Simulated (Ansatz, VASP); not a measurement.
# BiTe: VASP beside Ansatz

```
CELL_PARAMETERS angstrom
3.41840 0.00000 0.00000
-1.70920 2.96042 0.00000
0.00000 0.00000 6.42639
ATOMIC_POSITIONS crystal
Bi 0.00000 0.00000 0.98727
Te 0.00000 0.00000 0.48705
```

Alike in both runs: functional PBE; k mesh 18 × 18 × 10; occupations gaussian, width 0.1 eV; no spin polarisation.

Ansatz relaxed the structure, and its values are those at the end. VASP's run is a single point on that final structure, the one shown.

|  | VASP | Ansatz |
| --- | --- | --- |
| version | VASP 6.6.1 | Ansatz 0.2.0 |
| potentials or method | VASP PAW PBE potentials, release 64 (Bi_d, Te), cutoff 520 eV | scalar-relativistic, plane waves, PAW |
| valence electrons in the cell | 21 | 31 |

VASP gave:

| Property | Result |
| --- | --- |
| gap on the k mesh at the Fermi level (eV) | none |
| pressure (GPa) | -0.2 |

Q: What did Ansatz give for the same quantities?

A: gap on the k mesh at the Fermi level (eV): none; pressure (GPa): 0.0.

A gap of «none» marks a metal or a gap that the smearing closes. VASP's potentials hold 21 valence electrons a cell and Ansatz's 31, so a difference there can come from the potentials and not from the codes.

Neither program's run includes spin-orbit coupling.
